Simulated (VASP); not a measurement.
A run of VASP 6.6.1 is set up as follows.

The input INCAR:

```
SYSTEM = H
  PREC = Accurate
  ENCUT = 500
  EDIFF = 1E-6
  ISMEAR = 0
  SIGMA = 0.0132
  LREAL = .False.
  LASPH = .True.
  NELM = 120
  ALGO = Normal
  ISIF = 2
  LWAVE = .False.
  LCHARG = .True.
  GGA = PE
  LELF = .True.
  LVHAR = .True.
  NBANDS = 8
  ISYM = -1
  GGA_COMPAT = .False.
```

The input KPOINTS:

```
explicit points
64
Reciprocal
  0.06250000   0.06250000   0.25000000 2
  0.06250000   0.06250000   0.75000000 2
  0.06250000   0.18750000   0.25000000 2
  0.06250000   0.18750000   0.75000000 2
  0.06250000   0.31250000   0.25000000 2
  0.06250000   0.31250000   0.75000000 2
  0.06250000   0.43750000   0.25000000 2
  0.06250000   0.43750000   0.75000000 2
  0.06250000   0.56250000   0.25000000 2
  0.06250000   0.56250000   0.75000000 2
  0.06250000   0.68750000   0.25000000 2
  0.06250000   0.68750000   0.75000000 2
  0.06250000   0.81250000   0.25000000 2
  0.06250000   0.81250000   0.75000000 2
  0.06250000   0.93750000   0.25000000 2
  0.06250000   0.93750000   0.75000000 2
  0.18750000   0.06250000   0.25000000 2
  0.18750000   0.06250000   0.75000000 2
  0.18750000   0.18750000   0.25000000 2
  0.18750000   0.18750000   0.75000000 2
  0.18750000   0.31250000   0.25000000 2
  0.18750000   0.31250000   0.75000000 2
  0.18750000   0.43750000   0.25000000 2
  0.18750000   0.43750000   0.75000000 2
  0.18750000   0.56250000   0.25000000 2
  0.18750000   0.56250000   0.75000000 2
  0.18750000   0.68750000   0.25000000 2
  0.18750000   0.68750000   0.75000000 2
  0.18750000   0.81250000   0.25000000 2
  0.18750000   0.81250000   0.75000000 2
  0.18750000   0.93750000   0.25000000 2
  0.18750000   0.93750000   0.75000000 2
  0.31250000   0.06250000   0.25000000 2
  0.31250000   0.06250000   0.75000000 2
  0.31250000   0.18750000   0.25000000 2
  0.31250000   0.18750000   0.75000000 2
  0.31250000   0.31250000   0.25000000 2
  0.31250000   0.31250000   0.75000000 2
  0.31250000   0.43750000   0.25000000 2
  0.31250000   0.43750000   0.75000000 2
  0.31250000   0.56250000   0.25000000 2
  0.31250000   0.56250000   0.75000000 2
  0.31250000   0.68750000   0.25000000 2
  0.31250000   0.68750000   0.75000000 2
  0.31250000   0.81250000   0.25000000 2
  0.31250000   0.81250000   0.75000000 2
  0.31250000   0.93750000   0.25000000 2
  0.31250000   0.93750000   0.75000000 2
  0.43750000   0.06250000   0.25000000 2
  0.43750000   0.06250000   0.75000000 2
  0.43750000   0.18750000   0.25000000 2
  0.43750000   0.18750000   0.75000000 2
  0.43750000   0.31250000   0.25000000 2
  0.43750000   0.31250000   0.75000000 2
  0.43750000   0.43750000   0.25000000 2
  0.43750000   0.43750000   0.75000000 2
  0.43750000   0.56250000   0.25000000 2
  0.43750000   0.56250000   0.75000000 2
  0.43750000   0.68750000   0.25000000 2
  0.43750000   0.68750000   0.75000000 2
  0.43750000   0.81250000   0.25000000 2
  0.43750000   0.81250000   0.75000000 2
  0.43750000   0.93750000   0.25000000 2
  0.43750000   0.93750000   0.75000000 2
```

File POSCAR:

```
H
1.0
    0.0000000000      2.4404730000      0.0000000000
    2.7726160000     -1.2202360000      0.0000000000
    0.0000000000      0.0000000000    -11.4820050000
H
2
Direct
    0.8290000000      0.6580000000      0.7500000000
    0.1710000000      0.3420000000      0.2500000000
```

Potentials or basis: VASP PAW PBE potentials, release 64 (H).

Command:

```bash
$ cat potpaw_PBE.64/H/POTCAR > POTCAR
$ mpirun -np 1 vasp_std > vasp.out
```

Problem. Estimate the band gap on the k mesh.

Solution. Zero (bands 1 and 2 overlap by 3.75 eV).

Problem. What does it give for the pressure?

Solution. -3.4 GPa.

Stress tensor (GPa, compression positive):
```
-1.68  0.00  0.00
 0.00 -8.55  0.00
 0.00  0.00 -0.05
```

Caveat: the cell stands under tension.
